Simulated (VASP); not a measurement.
# In in VASP: single point with PBE

Aim: the single point of In with PBE.

Everything below comes from runs of VASP 6.6.1. Logs are shortened: lines on timing, memory, paths and dates and some standing lists are left out, and cuts for length are marked.

### 1 The cell of the first run

The typed cell holds 6 atoms: a = 3.830 Å, b = 3.830 Å, c = 11.366 Å, α = 90.00°, β = 90.00°, γ = 90.00°.

### 2 Single point, PBE

POSCAR reads:

```
In
1.0
    3.8301665384      0.0000000000      0.0000000000
    0.0000000000      3.8301665384      0.0000000000
    0.0000000000      0.0000000000     11.3662762941
In
6
Direct
    0.0000000000      0.0000000000      0.8332987391
    0.0000000000      0.0000000000      0.1667012609
    0.0000000000      0.0000000000      0.5000000000
    0.5000000000      0.5000000000      0.0000000000
    0.5000000000      0.5000000000      0.3333441008
    0.5000000000      0.5000000000      0.6666558992
```

INCAR.step1 reads:

```
PREC     = Accurate       # precision mode
ENCUT    = 520            # plane-wave cutoff, eV
EDIFF    = 1E-7           # SCF threshold, eV
ISMEAR   = 0              # smearing method
SIGMA    = 0.1            # smearing width, eV
LREAL    = False          # projectors in reciprocal space
LASPH    = True           # aspherical terms in the spheres
NELM     = 60             # most SCF steps
ALGO     = Fast           # electronic algorithm
ISIF     = 2              # what is computed and relaxed
LWAVE    = False          # write WAVECAR
LCHARG   = True           # write CHGCAR
GGA      = PE             # functional
NBANDS   = 48             # bands
```

KPOINTS.step1 reads:

```
Automatic mesh
0
Gamma
  10 10 4
```

INCAR.step2 reads:

```
PREC     = Accurate       # precision mode
ENCUT    = 520            # plane-wave cutoff, eV
EDIFF    = 1E-7           # SCF threshold, eV
ISMEAR   = -5             # smearing method
SIGMA    = 0.1            # smearing width, eV
LREAL    = False          # projectors in reciprocal space
LASPH    = True           # aspherical terms in the spheres
NELM     = 60             # most SCF steps
ALGO     = Fast           # electronic algorithm
ISIF     = 2              # what is computed and relaxed
LWAVE    = False          # write WAVECAR
LCHARG   = False          # write CHGCAR
GGA      = PE             # functional
LORBIT   = 10             # projections on sites
NEDOS    = 2001           # points of the DOS
ICHARG   = 11             # starting density
```

KPOINTS.step2 reads:

```
Automatic mesh
0
Gamma
  15 15 6
```

Potentials or basis: VASP PAW PBE potentials, release 64 (In_d).

Run with:

```
$ cat potpaw_PBE.64/In_d/POTCAR > POTCAR
$ cp INCAR.step1 INCAR
$ cp KPOINTS.step1 KPOINTS
$ mpirun -np 1 vasp_std > vasp.out
$ cp INCAR.step2 INCAR
$ cp KPOINTS.step2 KPOINTS
$ mpirun -np 1 vasp_std > vasp.out
```

OUTCAR:

```text
PREC = Accurate
   ENCUT = 520
   EDIFF = 1E-7
   ISMEAR = -5
   LREAL = False
   LASPH = True
   NELM = 60
   ISIF = 2
   GGA = PE
   LORBIT = 10
   ICHARG = 11

 ion  position               nearest neighbor table
   1  0.000  0.000  0.833-   6 3.30   6 3.30   6 3.30   6 3.30   4 3.31   4 3.31   4 3.31   4 3.31
                             3 3.79   2 3.79
   2  0.000  0.000  0.167-   5 3.30   5 3.30   5 3.30   5 3.30   4 3.31   4 3.31   4 3.31   4 3.31
                             3 3.79   1 3.79
   3  0.000  0.000  0.500-   5 3.31   6 3.31   5 3.31   6 3.31   5 3.31   6 3.31   5 3.31   6 3.31
                             1 3.79   2 3.79
   4  0.500  0.500  0.000-   1 3.31   2 3.31   1 3.31   2 3.31   1 3.31   2 3.31   1 3.31   2 3.31
                             5 3.79   6 3.79
   5  0.500  0.500  0.333-   2 3.30   2 3.30   2 3.30   2 3.30   3 3.31   3 3.31   3 3.31   3 3.31
                             6 3.79   4 3.79
   6  0.500  0.500  0.667-   1 3.30   1 3.30   1 3.30   1 3.30   3 3.31   3 3.31   3 3.31   3 3.31
                             5 3.79   4 3.79

  LATTYP: Found a simple tetragonal cell.
 ALAT       =     3.8301665384
 C/A-ratio  =     2.9675671228

  Lattice vectors:

 A1 = (   3.8301665384,   0.0000000000,   0.0000000000)
 A2 = (   0.0000000000,   3.8301665384,   0.0000000000)
 A3 = (   0.0000000000,   0.0000000000,  11.3662762941)

Analysis of symmetry for initial positions (statically):
=====================================================================
 Subroutine PRICEL returns:
 Original cell was already a primitive cell.

 Routine SETGRP: Setting up the symmetry group for a
 simple tetragonal supercell.

 Subroutine GETGRP returns: Found 16 space group operations
 (whereof 16 operations were pure point group operations)
 out of a pool of 16 trial point group operations.

The static configuration has the point symmetry D_4h.

Analysis of symmetry for dynamics (positions and initial velocities):
=====================================================================
 Subroutine PRICEL returns:
 Original cell was already a primitive cell.

 Routine SETGRP: Setting up the symmetry group for a
 simple tetragonal supercell.

 Subroutine GETGRP returns: Found 16 space group operations
 (whereof 16 operations were pure point group operations)
 out of a pool of 16 trial point group operations.

The dynamic configuration has the point symmetry D_4h.

 Subroutine INISYM returns: Found 16 space group operations
 (whereof 16 operations are pure point group operations),
[... 119 lines left out ...]
   EMIN   =  10.00;   EMAX   =-10.00  energy-range for DOS
   EFERMI =   0.00;   METHOD = LEGACY
   ISMEAR =    -5;   SIGMA  =   0.10  broadening in eV -4-tet -1-fermi 0-gaus
   EFERMI_NEDOS =   21; number of points for ismear=-14 and -15
   IALGO  =     68    algorithm
   IMIX   =      4    mixing-type and parameters
     AMIX     =   0.40;   BMIX     =  1.00
     AMIX_MAG =   1.60;   BMIX_MAG =  1.00
  volume/ion in A,a.u.               =      27.79       187.54
  Fermi-wavevector in a.u.,A,eV,Ry     =   1.270833  2.401526 21.973638  1.615017
  Thomas-Fermi vector in A             =   2.403799
   LORBIT       =     10    0 simple, 1 ext, 2 COOP (PROOUT), +10 PAW based schemes
   GGA     = PE    functional components
   LHFCALC =     F    Hartree Fock is set to
   AEXX    =    0.0000 exact exchange contribution
   IVDW    =     0    specifies the selected vdW correction
   LEPSILON=     F    determine dielectric tensor
   LRPA    =     F    only Hartree local field effects (RPA)
 non-spin polarized calculation
 RMM-DIIS sequential band-by-band and
 Fermi weights with tetrahedron method with Bloechl corrections
  energy-cutoff  :      520.00
  volume of cell :      166.75
 maximum number of plane-waves:      4518

 number of electron      77.9999978 magnetization

 Free energy of the ion-electron system (eV)
  ---------------------------------------------------
  ext. energy  EPLUGINS =         0.00000000
  ---------------------------------------------------
  free energy    TOTEN  =       -15.29518313 eV

  energy without entropy =      -15.29518313  energy(sigma->0) =      -15.29518313

 E-fermi :   6.8695     XC(G=0):  -9.9710

 val. band max:        7.0339328225   @ k =   0.0000   0.0000   0.1667
 cond. band min:       6.6498175397   @ k =   0.4000   0.4000   0.3333
 fundamental gap:     -0.3841152828
 Fermi energy:         6.8694948613

 k-point     1 :       0.0000    0.0000    0.0000
  band No.  band energies     occupation
      1      -7.8490      2.00000
      2      -7.8457      2.00000
      3      -7.7668      2.00000
      4      -7.7611      2.00000
      5      -7.7610      2.00000
      6      -7.7598      2.00000
[... 1165 lines left out ...]
     45      10.1409      0.00000
     46      10.9036      0.00000

 [... further k-points ...]

------------------------ aborting loop because EDIFF is reached ----------------------------------------

  FORCE on cell =-STRESS in cart. coord.  units (eV):
  Direction    XX          YY          ZZ          XY          YZ          ZX
  --------------------------------------------------------------------------------------
  -------------------------------------------------------------------------------------
  Total        0.1621371      0.1621371      0.0311151      0.0000000      0.0000000      0.0000000
  in kB        1.5578993      1.5578993      0.2989703      0.0000000      0.0000000      0.0000000
  external PRESSURE =       1.1382563 kB  Pullay stress =       0.0000000 kB

 VOLUME and BASIS-vectors are now :
 -----------------------------------------------------------------------------
  energy-cutoff  :      520.00
  volume of cell :      166.75
      direct lattice vectors                 reciprocal lattice vectors
     3.830166538  0.000000000  0.000000000     0.261085253  0.000000000  0.000000000
     0.000000000  3.830166538  0.000000000     0.000000000  0.261085253  0.000000000
     0.000000000  0.000000000 11.366276294     0.000000000  0.000000000  0.087979561

 POSITION                                       TOTAL-FORCE (eV/Angst)
 -----------------------------------------------------------------------------------
      0.00000      0.00000      9.47150         0.000000     -0.000000     -0.012293
      0.00000      0.00000      1.89477        -0.000000      0.000000      0.012293
      0.00000      0.00000      5.68314        -0.000000     -0.000000      0.000000
      1.91508      1.91508      0.00000        -0.000000     -0.000000      0.000000
      1.91508      1.91508      3.78888        -0.000000      0.000000     -0.003377
      1.91508      1.91508      7.57740         0.000000     -0.000000      0.003377
 -----------------------------------------------------------------------------------
    total drift:                                0.000000      0.000000      0.000000

  FREE ENERGIE OF THE ION-ELECTRON SYSTEM (eV)
  ---------------------------------------------------
  free  energy   TOTEN  =       -15.2951831310 eV

  energy  without entropy=      -15.2951831310  energy(sigma->0) =      -15.29518313

 total charge

# of ion       s       p       d       tot
------------------------------------------
    1        1.015   0.455   9.845  11.315
    2        1.015   0.455   9.845  11.315
    3        1.016   0.455   9.845  11.316
    4        1.014   0.455   9.845  11.314
    5        1.015   0.455   9.845  11.315
    6        1.015   0.455   9.845  11.315
--------------------------------------------------
tot          6.089   2.731  59.071  67.891
```

OUTCAR.step1:

```text
PREC = Accurate
   ENCUT = 520
   EDIFF = 1E-7
   ISMEAR = 0
   LREAL = False
[... 1468 lines left out ...]
      0.00000      0.00000      5.68314         0.000000      0.000000     -0.000000
      1.91508      1.91508      0.00000         0.000000      0.000000     -0.000000
      1.91508      1.91508      3.78888        -0.000000     -0.000000      0.000032
      1.91508      1.91508      7.57740         0.000000     -0.000000     -0.000032
 -----------------------------------------------------------------------------------
    total drift:                                0.000000      0.000000      0.000000

  FREE ENERGIE OF THE ION-ELECTRON SYSTEM (eV)
  ---------------------------------------------------
  free  energy   TOTEN  =       -15.3259024014 eV

  energy  without entropy=      -15.3124952567  energy(sigma->0) =      -15.31919883
```

Wall time 18 min (1 thread of Intel Xeon 6975P-C (Granite Rapids), shared host); peak memory 0.76 GiB.

Results:

* Valence electrons inside the program's atomic spheres: In 11.31, 11.32 (each value once)

Levels at points of the mesh, in eV from the Fermi level:
```tsv
k point	band 36	band 37	band 38	band 39	band 40	band 41	band 42	band 43
(0.00, 0.00, 0.00)	0.60	1.19	1.19	1.40	2.65	2.65	2.65	2.65
(0.00, 0.00, 0.50)	-1.52	1.56	1.56	1.56	1.56	2.14	2.14	4.36
```

Caveat: spin-orbit coupling is left out, which moves the levels of the heavy elements.
